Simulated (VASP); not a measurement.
SiC (Moissanite 3C): single point with PBE

The system is SiC (Moissanite 3C).

```
CELL_PARAMETERS angstrom
0.00000 2.17900 2.17900
2.17900 0.00000 2.17900
2.17900 2.17900 0.00000
ATOMIC_POSITIONS crystal
Si 0.00000 0.00000 0.00000
C 0.25000 0.25000 0.25000
```

| Quantity | Value |
| --- | --- |
| Program | VASP 6.6.1 |
| Task | single point |
| Functional | PBE |
| Potentials or basis | VASP PAW PBE potentials, release 64 (Si, C) |
| Cutoff | 520 eV |
| k mesh | 11 × 11 × 11 |
| Occupations | fermi-dirac, width 0.02 eV |
| Spin | no spin polarisation |

```yaml
Pressure: 3.2 GPa
Band_gap_on_the_k_mesh: 1.45 eV, indirect (least direct gap 4.60 eV)
```

Levels at points of the mesh, in eV from the valence-band top:
```csv
k point,band 1,band 2,band 3,band 4,band 5,band 6,band 7,band 8
"(0.00, 0.00, 0.00)",-15.40,0.00,0.00,0.00,6.23,7.31,7.31,7.31
```

Wall time 4.3 s on 1 thread of Intel(R) Xeon(R) 6975P-C (Granite Rapids), on a shared host, peak memory 0.13 GiB.

A k mesh can miss the band edges.
